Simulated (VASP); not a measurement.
**Cs: single point with r2SCAN**

Crystal: Cs.

```
Cs
1.0
    -3.08618    3.08618    3.08618
     3.08618   -3.08618    3.08618
     3.08618    3.08618   -3.08618
Cs
1
Direct
  0.00000 0.00000 0.00000
```

- Program: VASP 6.6.1
- Task: single point
- Functional: r2SCAN
- Potentials or basis: VASP PAW PBE potentials, release 64 (Cs_sv)
- Cutoff: 520 eV
- k mesh: 6 × 6 × 6
- Occupations: fermi-dirac, width 0.05 eV
- Spin: no spin polarisation

| Property | Result |
| --- | --- |
| Pressure | 0.1 GPa |
| Band gap on the k mesh | zero (an odd number of electrons rules out a gap without spin polarisation) |

Levels at points of the mesh, in eV from the Fermi level:
```
           k point  band 1  band 2  band 3  band 4  band 5  band 6  band 7  band 8  band 9
(0.00, 0.00, 0.00)  -24.83  -11.20  -11.20  -11.20   -1.78    2.77    2.77    2.77    3.63
(0.50, 0.00, 0.00)  -24.82  -11.33  -11.24  -11.20    0.09    0.76    1.83    3.53    4.12
(0.50, 0.50, 0.50)  -24.82  -11.29  -11.29  -11.29    0.64    0.64    3.18    3.18    3.18
```

Wall time 52 s on 1 thread of AMD EPYC 9R45 96-Core Processor (Zen 5), on a shared host, peak memory 0.22 GiB.

Caveat: the PAW data sets were made with another functional, which shifts forces and pressure a little; spin-orbit coupling is left out, which moves the levels of the heavy elements.
